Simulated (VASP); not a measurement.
A run of VASP 6.6.1 is set up as follows.

INCAR

```
ALGO     = Normal         # electronic algorithm
EDIFF    = 1E-7           # SCF threshold, eV
ENCUT    = 520            # plane-wave cutoff, eV
GGA      = PE             # functional
ISIF     = 2              # what is computed and relaxed
ISMEAR   = 0              # smearing method
ISPIN    = 2              # spin polarisation
LASPH    = True           # aspherical terms in the spheres
LCHARG   = False          # write CHGCAR
LDAU     = True           # DFT+U
LDAUJ    = 0 0 0        
LDAUL    = -1 2 -1        # shell
LDAUPRINT= 1            
LDAUTYPE = 2            
LDAUU    = 0 4 0          # U, eV
LMAXMIX  = 4              # l up to which the mixer works
LORBIT   = 11             # projections on sites
LREAL    = False          # projectors in reciprocal space
LWAVE    = False          # write WAVECAR
MAGMOM   = 0 2 0 0        # initial moments
NBANDS   = 29             # bands
NELM     = 150            # most SCF steps
PREC     = Accurate       # precision mode
SIGMA    = 0.05           # smearing width, eV
```

Contents of KPOINTS:

```
k-points
0
Gamma
  6 6 6
```

File POSCAR:

```
CuAgSe2
1.0
    1.8911598700      1.0918616600      6.8656319800
   -1.8911598700      1.0918616600      6.8656319800
    0.0000000000     -2.1837233200      6.8656319800
Ag Cu Se
1 1 2
Direct
    0.5000000000      0.5000000000      0.5000000000
    0.0000000000      0.0000000000      0.0000000000
    0.2667000000      0.2667000000      0.2667000000
    0.7333000000      0.7333000000      0.7333000000
```

Potentials or basis: VASP PAW PBE potentials, release 64 (Ag, Cu, Se).

Run with:

```sh
$ cat potpaw_PBE.64/Ag/POTCAR potpaw_PBE.64/Cu/POTCAR potpaw_PBE.64/Se/POTCAR > POTCAR
$ mpirun -np 1 vasp_std > vasp.out
```

**Question.** Estimate the band gap on the k mesh.

**Answer.** Zero (filled and empty bands overlap).

**Question.** What does it give for the pressure?

**Answer.** -5.8 GPa.

**Question.** What does it give for the largest force?

**Answer.** 0.428 eV/Å.

Eigenvalues of the final occupation matrices:
```csv
site,spin,trace,eigenvalues
site 2 d,1,4.65,0.90 0.90 0.95 0.95 0.95
site 2 d,2,4.65,0.90 0.90 0.95 0.95 0.95
```

Caveat: the cell stands under tension.
